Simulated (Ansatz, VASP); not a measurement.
# WSe2 in VASP and in Ansatz

```
CELL_PARAMETERS angstrom
3.29721 0.00000 0.00000
-1.64861 2.85547 0.00000
0.00000 0.00000 7.18427
ATOMIC_POSITIONS crystal
W 0.00000 0.00000 0.00000
Se 0.33333 0.66667 0.23192
Se 0.33333 0.66667 0.76808
```

Alike in both runs: task single point; functional PBE; k mesh 12 × 12 × 4; occupations fermi-dirac, width 0.02 eV; no spin polarisation.

```csv
,VASP,Ansatz
version,VASP 6.6.1,Ansatz 0.2.0
potentials or method,"VASP PAW PBE potentials, release 64 (W_sv, Se)","plane waves, PAW"
plane-wave cutoff (eV),520,420
valence electrons in the cell,26,46
```

Ansatz gave:

- gap on the k mesh at the Fermi level (eV): 1.38
- pressure (GPa): 3.0
- traceless stress, the component that is largest in VASP (GPa): 0.87
- rms of the force components (eV/Å): 0.139

Problem. Estimate VASP's values.

Solution. gap on the k mesh at the Fermi level (eV): 1.37; pressure (GPa): 3.3; traceless stress, the component that is largest in VASP (GPa): 0.94; rms of the force components (eV/Å): 0.161.

Atom by atom the forces differ by 0.023 eV/Å (rms over components). VASP's potentials hold 26 valence electrons a cell and Ansatz's 46, so a difference there can come from the potentials and not from the codes.

Neither program's run includes spin-orbit coupling.
